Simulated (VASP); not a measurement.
Input of a VASP 6.6.1 run:

The input POSCAR:

```
Ga
1.0
   -1.3618800000      1.3618800000      2.2290000000
    1.3618800000     -1.3618800000      2.2290000000
    1.3618800000      1.3618800000     -2.2290000000
Ga
1
Direct
    0.0000000000      0.0000000000      0.0000000000
```

Contents of INCAR.step1:

```
  ALGO = Normal
  EDIFF = 1E-4
  ENCUT = 520
  GGA = PE
  ISMEAR = 0
  LASPH = True
  LCHARG = False
  LREAL = False
  LWAVE = True
  NBANDS = 12
  NELM = 100
  PREC = Accurate
  SIGMA = 0.15
```

The input INCAR.step2:

```
  ALGO = Normal
  EDIFF = 1E-7
  ENCUT = 520
  ISIF = 2
  ISMEAR = 0
  ISTART = 1
  LASPH = True
  LCHARG = False
  LMIXTAU = True
  LREAL = False
  LWAVE = False
  METAGGA = R2SCAN
  NBANDS = 12
  NELM = 100
  PREC = Accurate
  SIGMA = 0.15
```

KPOINTS

```
k-points
0
Gamma
  24 24 24
```

Potentials or basis: VASP PAW PBE potentials, release 64 (Ga_d).

Launch:

```console
$ cat potpaw_PBE.64/Ga_d/POTCAR > POTCAR
$ cp INCAR.step1 INCAR
$ mpirun -np 1 vasp_std > vasp.out
$ cp INCAR.step2 INCAR
$ mpirun -np 1 vasp_std > vasp.out
```

(1) Estimate the pressure.

(2) What does it give for the band gap on the k mesh?

Results:

(1) 5.5 GPa.

(2) zero (an odd number of electrons rules out a gap without spin polarisation).

Caveat: the cell differs from its parent crystal (strain -0.030 along x and y, +0.000 along z); the cell stands under pressure; the PAW data sets were made with another functional, which shifts forces and pressure a little.
